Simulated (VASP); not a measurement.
# C in VASP: single point with PBEsol

Aim: the single point of C with PBEsol.

Everything below comes from runs of VASP 6.6.1. Logs are shortened: lines on timing, memory, paths and dates and some standing lists are left out, and cuts for length are marked.

## 1. The cell of the first run

The cell holds a slab with vacuum, 2 atoms: a = 2.456 Å, b = 2.456 Å, c = 8.524 Å, α = 90.00°, β = 90.00°, γ = 120.00°.

## 2. Single point, PBEsol

INCAR reads:

```
  ALGO = Normal
  EDIFF = 1E-7
  ENCUT = 520
  GGA = PS
  ISIF = 2
  ISMEAR = 0
  LASPH = True
  LCHARG = False
  LREAL = False
  LWAVE = False
  NBANDS = 11
  NELM = 100
  PREC = Accurate
  SIGMA = 0.15
```

KPOINTS reads:

```
k-points
0
Gamma
  24 24 6
```

POSCAR reads:

```
C
1.0
    2.4561701622      0.0000000000      0.0000000000
   -1.2280850811      2.1271057565      0.0000000000
    0.0000000000      0.0000000000      8.5238033600
C
2
Direct
    0.3333333333      0.6666666667      0.0000000000
    0.6666666667      0.3333333333      0.0000000000
```

Potentials or basis: VASP PAW PBE potentials, release 64 (C).

The run is started by

```sh
$ cat potpaw_PBE.64/C/POTCAR > POTCAR
$ mpirun -np 1 vasp_std > vasp.out
```

OUTCAR:

```text
EDIFF = 1E-7
   ENCUT = 520
   GGA = PS
   ISIF = 2
   ISMEAR = 0
   LASPH = True
   LREAL = False
   NELM = 100
   PREC = Accurate

 ion  position               nearest neighbor table
   1  0.333  0.667  0.000-   2 1.42   2 1.42   2 1.42
   2  0.667  0.333  0.000-   1 1.42   1 1.42   1 1.42

  LATTYP: Found a hexagonal cell.
 ALAT       =     2.4561701622
 C/A-ratio  =     3.4703635323

  Lattice vectors:

 A1 = (   2.4561701622,   0.0000000000,   0.0000000000)
 A2 = (  -1.2280850811,   2.1271057565,   0.0000000000)
 A3 = (   0.0000000000,   0.0000000000,   8.5238033600)

Analysis of symmetry for initial positions (statically):
=====================================================================
 Subroutine PRICEL returns:
 Original cell was already a primitive cell.

 Routine SETGRP: Setting up the symmetry group for a
 hexagonal supercell.

 Subroutine GETGRP returns: Found 24 space group operations
 (whereof 24 operations were pure point group operations)
 out of a pool of 24 trial point group operations.

The static configuration has the point symmetry D_6h.

Analysis of symmetry for dynamics (positions and initial velocities):
=====================================================================
 Subroutine PRICEL returns:
 Original cell was already a primitive cell.

 Routine SETGRP: Setting up the symmetry group for a
 hexagonal supercell.

 Subroutine GETGRP returns: Found 24 space group operations
 (whereof 24 operations were pure point group operations)
 out of a pool of 24 trial point group operations.

The dynamic configuration has the point symmetry D_6h.

 Subroutine INISYM returns: Found 24 space group operations
 (whereof 24 operations are pure point group operations),
 and found     1 'primitive' translations

----------------------------------------------------------------------------------------

                                     Primitive cell

  volume of cell :      44.5329

  direct lattice vectors                    reciprocal lattice vectors
     2.456170162  0.000000000  0.000000000     0.407137916  0.235061185  0.000000000
    -1.228085081  2.127105756  0.000000000     0.000000000  0.470122370  0.000000000
     0.000000000  0.000000000  8.523803360     0.000000000  0.000000000  0.117318521

  length of vectors
     2.456170162  2.456170162  8.523803360     0.470122370  0.470122370  0.117318521

  position of ions in fractional coordinates (direct lattice)
     0.333333333  0.666666667  0.000000000
     0.666666667  0.333333333  0.000000000

  ion indices of the primitive-cell ions
   primitive index   ion index
                 1           1
                 2           2

----------------------------------------------------------------------------------------

 KPOINTS: k-points

Automatic generation of k-mesh.
 Grid dimensions read from file:
 generate k-points for:   24   24    6

 Generating k-lattice:

  Cartesian coordinates                     Fractional coordinates (reciprocal lattice)
     0.016964080  0.009794216  0.000000000     0.041666667 -0.000000000  0.000000000
     0.000000000  0.019588432  0.000000000     0.000000000  0.041666667  0.000000000
     0.000000000  0.000000000  0.019553087     0.000000000  0.000000000  0.166666667

  Length of vectors
     0.019588432  0.019588432  0.019553087

  Shift w.r.t. Gamma in fractional coordinates (k-lattice)
     0.000000000  0.000000000  0.000000000

 Subroutine IBZKPT returns following result:
 ===========================================

 Found    244 irreducible k-points:

 Following reciprocal coordinates:
            Coordinates               Weight
  0.000000  0.000000  0.000000      1.000000
  0.041667  0.000000  0.000000      6.000000
  0.083333  0.000000  0.000000      6.000000
  0.125000 -0.000000  0.000000      6.000000
  0.166667 -0.000000  0.000000      6.000000
  0.208333  0.000000  0.000000      6.000000
[... 16 lines left out ...]
  0.416667  0.041667  0.000000     12.000000
  0.458333  0.041667  0.000000     12.000000
 [... further k-points ...]
   k-points           NKPTS =    244   k-points in BZ     NKDIM =    244   number of bands    NBANDS=     11
   number of dos      NEDOS =    301   number of ions     NIONS =      2
   total plane-waves  NPLWV =  20736
   dimension x,y,z NGX =    18 NGY =   18 NGZ =   64
   dimension x,y,z NGXF=    36 NGYF=   36 NGZF=  128
   ions per type =               2
   NGX,Y,Z   is equivalent  to a cutoff of  12.18, 12.18, 12.48 a.u.
   NGXF,Y,Z  is equivalent  to a cutoff of  24.37, 24.37, 24.96 a.u.
 SYSTEM =  unknown system
   PREC   = accura    normal or accurate (medium, high low for compatibility)
   ISTART =      0    job   : 0-new  1-cont  2-samecut
   ICHARG =      2    charge: 1-file 2-atom 10-const
   ISPIN  =      1    spin polarized calculation?
   LNONCOLLINEAR =      F non collinear calculations
   LSORBIT =      F    spin-orbit coupling
   LASPH  =      T    aspherical Exc in radial PAW
   ENCUT  =  520.0 eV  38.22 Ry    6.18 a.u.   4.57  4.57 15.85*2*pi/ulx,y,z
   NELM   =    100;   NELMIN=  2; NELMDL= -5     # of ELM steps
   EDIFF  = 0.1E-06   stopping-criterion for ELM
   LREAL  =      F    real-space projection
   EDIFFG = 0.1E-05   stopping-criterion for IOM
   NSW    =      0    number of steps for IOM
   IBRION =     -1    ionic relax: 0-MD 1-quasi-New 2-CG
   NFREE  =      0    steps in history (QN), initial steepest desc. (CG)
   ISIF   =      2    stress and relaxation
   ISYM   =      2    0-nonsym 1-usesym 2-fastsym
   POTIM  = 0.5000    time-step for ionic-motion
   TEBEG  =    0.0;   TEEND  =   0.0 temperature during run
   PSTRESS=    0.0 pullay stress
   NELECT =       8.0000    total number of electrons
   NUPDOWN=      -1.0000    fix difference up-down
   EMIN   =  10.00;   EMAX   =-10.00  energy-range for DOS
   EFERMI =   0.00;   METHOD = LEGACY
   ISMEAR =     0;   SIGMA  =   0.15  broadening in eV -4-tet -1-fermi 0-gaus
   EFERMI_NEDOS =   21; number of points for ismear=-14 and -15
   IALGO  =     38    algorithm
   IMIX   =      4    mixing-type and parameters
     AMIX     =   0.40;   BMIX     =  1.00
     AMIX_MAG =   1.60;   BMIX_MAG =  1.00
  volume/ion in A,a.u.               =      22.27       150.26
  Fermi-wavevector in a.u.,A,eV,Ry     =   0.923729  1.745594 11.609511  0.853275
  Thomas-Fermi vector in A             =   2.049397
   LORBIT       =      0    0 simple, 1 ext, 2 COOP (PROOUT), +10 PAW based schemes
   GGA     = PS    functional components
   LHFCALC =     F    Hartree Fock is set to
   AEXX    =    0.0000 exact exchange contribution
   IVDW    =     0    specifies the selected vdW correction
   LEPSILON=     F    determine dielectric tensor
   LRPA    =     F    only Hartree local field effects (RPA)
 non-spin polarized calculation
 Gauss-broadening in eV      SIGMA  =   0.15
  energy-cutoff  :      520.00
  volume of cell :       44.53
 maximum number of plane-waves:      1223
   NGX =  9   NGY =  9   NGZ = 31

 number of electron       7.9999997 magnetization

 Free energy of the ion-electron system (eV)
  ---------------------------------------------------
  ext. energy  EPLUGINS =         0.00000000
  ---------------------------------------------------
  free energy    TOTEN  =       -19.28298554 eV

  energy without entropy =      -19.28239785  energy(sigma->0) =      -19.28269169

 E-fermi :  -0.7447     XC(G=0):  -4.9802

 val. band max:       -0.7446886891   @ k =   0.3333   0.3333   0.3333
 cond. band min:      -0.7446627115   @ k =   0.3333   0.3333   0.1667
 fundamental gap:      0.0000259776
 Fermi energy:        -0.7446758666

 k-point     1 :       0.0000    0.0000    0.0000
  band No.  band energies     occupation
      1     -20.3250      2.00000
      2      -8.4742      2.00000
      3      -3.7462      2.00000
      4      -3.7462      2.00000
      5       2.3557      0.00000
      6       4.7255      0.00000
      7       6.2775      0.00000
      8       7.6163      0.00000
      9       7.6163      0.00000
     10      10.8495      0.00000
     11      12.1292      0.00000

 k-point     2 :       0.0417    0.0000    0.0000
  band No.  band energies     occupation
      1     -20.2836      2.00000
      2      -8.4245      2.00000
      3      -3.9160      2.00000
      4      -3.8373      2.00000
      5       2.4119      0.00000
      6       4.7806      0.00000
      7       6.3303      0.00000
      8       7.6419      0.00000
      9       7.7980      0.00000
     10      10.7027      0.00000
     11      12.1994      0.00000

 k-point     3 :       0.0833    0.0000    0.0000
  band No.  band energies     occupation
      1     -20.1597      2.00000
      2      -8.2759      2.00000
      3      -4.4000      2.00000
      4      -4.0918      2.00000
      5       2.5806      0.00000
      6       4.9454      0.00000
      7       6.4885      0.00000
      8       7.6922      0.00000
      9       8.3229      0.00000
     10      10.2757      0.00000
     11      12.4208      0.00000

 k-point     4 :       0.1250   -0.0000    0.0000
  band No.  band energies     occupation
      1     -19.9535      2.00000
      2      -8.0292      2.00000
      3      -5.1348      2.00000
      4      -4.4632      2.00000
      5       2.8617      0.00000
      6       5.2192      0.00000
      7       6.7500      0.00000
      8       7.7171      0.00000
      9       9.1410      0.00000
     10       9.6053      0.00000
     11      12.8080      0.00000

 k-point     5 :       0.1667   -0.0000    0.0000
  band No.  band energies     occupation
      1     -19.6655      2.00000
      2      -7.6862      2.00000
      3      -6.0474      2.00000
      4      -4.8990      2.00000
      5       3.2552      0.00000
      6       5.6000      0.00000
      7       7.0984      0.00000
      8       7.7005      0.00000
      9       8.7392      0.00000
     10      10.1928      0.00000
     11      13.3480      0.00000
[... 211 lines left out ...]
 k-point    21 :       0.3333    0.0417    0.0000
  band No.  band energies     occupation
      1     -17.3609      2.00000
      2     -10.9103      2.00000
      3      -6.8204      2.00000
      4      -5.0458      2.00000
      5       3.6133      0.00000
      6       6.4355      0.00000
      7       7.1666      0.00000
      8       8.7021      0.00000
      9      10.2839      0.00000
     10      14.6535      0.00000
     11      15.1483      0.00000

 k-point    22 :       0.3750    0.0417    0.0000
  band No.  band energies     occupation
      1     -16.6537      2.00000
      2     -11.9699      2.00000
      3      -7.0619      2.00000
      4      -4.3143      2.00000
      5       2.5207      0.00000
      6       7.0058      0.00000
      7       7.4837      0.00000
      8       9.6408      0.00000
      9      11.2461      0.00000
     10      13.7379      0.00000
     11      14.7738      0.00000

 k-point    23 :       0.4167    0.0417    0.0000
  band No.  band energies     occupation
      1     -15.8916      2.00000
      2     -12.9722      2.00000
      3      -7.2257      2.00000
      4      -3.6297      2.00000
      5       1.5856      0.00000
      6       6.9454      0.00000
      7       8.5696      0.00000
      8      10.6514      0.00000
      9      12.2848      0.00000
     10      12.4377      0.00000
     11      13.9735      0.00000

 k-point    24 :       0.4583    0.0417    0.0000
  band No.  band energies     occupation
      1     -15.1500      2.00000
      2     -13.8354      2.00000
      3      -7.3084      2.00000
      4      -3.1623      2.00000
      5       0.9902      0.00000
      6       6.9065      0.00000
      7       9.7698      0.00000
      8      11.0678      0.00000
      9      11.6633      0.00000
     10      13.0072      0.00000
     11      13.4434      0.00000

 [... further k-points ...]
[... 5 lines left out ...]
  --------------------------------------------------------------------------------------
  -------------------------------------------------------------------------------------
  Total        0.2639752      0.2639752     -0.0101712      0.0000000      0.0000000      0.0000000
  in kB        9.4971396      9.4971396     -0.3659339      0.0000000      0.0000000      0.0000000
  external PRESSURE =       6.2094485 kB  Pullay stress =       0.0000000 kB

 VOLUME and BASIS-vectors are now :
 -----------------------------------------------------------------------------
  energy-cutoff  :      520.00
  volume of cell :       44.53
      direct lattice vectors                 reciprocal lattice vectors
     2.456170162  0.000000000  0.000000000     0.407137916  0.235061185  0.000000000
    -1.228085081  2.127105756  0.000000000     0.000000000  0.470122370  0.000000000
     0.000000000  0.000000000  8.523803360     0.000000000  0.000000000  0.117318521

 POSITION                                       TOTAL-FORCE (eV/Angst)
 -----------------------------------------------------------------------------------
     -0.00000      1.41807      0.00000         0.000000      0.000000     -0.000000
      1.22809      0.70904      0.00000        -0.000000      0.000000      0.000000
 -----------------------------------------------------------------------------------
    total drift:                                0.000000     -0.000000      0.000000

  FREE ENERGIE OF THE ION-ELECTRON SYSTEM (eV)
  ---------------------------------------------------
  free  energy   TOTEN  =       -19.2829855437 eV

  energy  without entropy=      -19.2823978462  energy(sigma->0) =      -19.28269169
```

It took 64 s on 1 thread of Intel Xeon Platinum 8488C (Sapphire Rapids), shared host; peak memory 0.21 GiB.

What came out:

```
Free energy            : -19.2830 eV
Band gap on the k mesh : zero (filled and empty bands touch)
```

Levels at points of the mesh, in eV from the Fermi level:
| k point | band 1 | band 2 | band 3 | band 4 | band 5 | band 6 | band 7 | band 8 |
| --- | --- | --- | --- | --- | --- | --- | --- | --- |
| (0.00, 0.00, 0.00) | -19.58 | -7.73 | -3.00 | -3.00 | 3.10 | 5.47 | 7.02 | 8.36 |
| (0.50, 0.00, 0.00) | -14.25 | -13.31 | -6.44 | -2.39 | 1.66 | 7.46 | 11.05 | 11.18 |
| (0.00, 0.00, 0.50) | -19.58 | -7.73 | -3.00 | -3.00 | 3.83 | 3.91 | 8.36 | 8.36 |
| (0.50, 0.00, 0.50) | -14.25 | -13.31 | -6.44 | -2.39 | 1.66 | 7.46 | 11.56 | 11.73 |

Caveat: the PAW data sets were made with another functional, which shifts forces and pressure a little.
